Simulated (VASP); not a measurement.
TaN:

```
Ta N
1.0
     2.93800    0.00000    0.00000
    -1.46900    2.54438    0.00000
     0.00000    0.00000    2.88300
Ta N
1 1
Direct
  0.33333 0.66667 0.50000
  0.00000 0.00000 0.00000
```

Base run:

```yaml
Program: VASP 6.6.1
Functional: r2SCAN
Potentials_or_basis: VASP PAW PBE potentials, release 64 (Ta_pv, N)
Cutoff: 520 eV
k_mesh: 12 × 12 × 10
Occupations: fermi-dirac, width 0.02 eV
Spin: no spin polarisation
```

Its results: band gap on the k mesh zero (band 8 reaches 8.62 eV, above the bottom of band 9 at 8.14 eV); pressure 1.4 GPa.

Problem. The run is repeated on the same cell with these changes: functional from r2SCAN to PBEsol. What comes out?

Solution. Band gap on the k mesh zero (band 8 reaches 8.49 eV, above the bottom of band 9 at 7.99 eV); pressure -4.1 GPa.

Caveats: the PAW data sets were made with another functional, which shifts forces and pressure a little; spin-orbit coupling is left out, which moves the levels of the heavy elements.
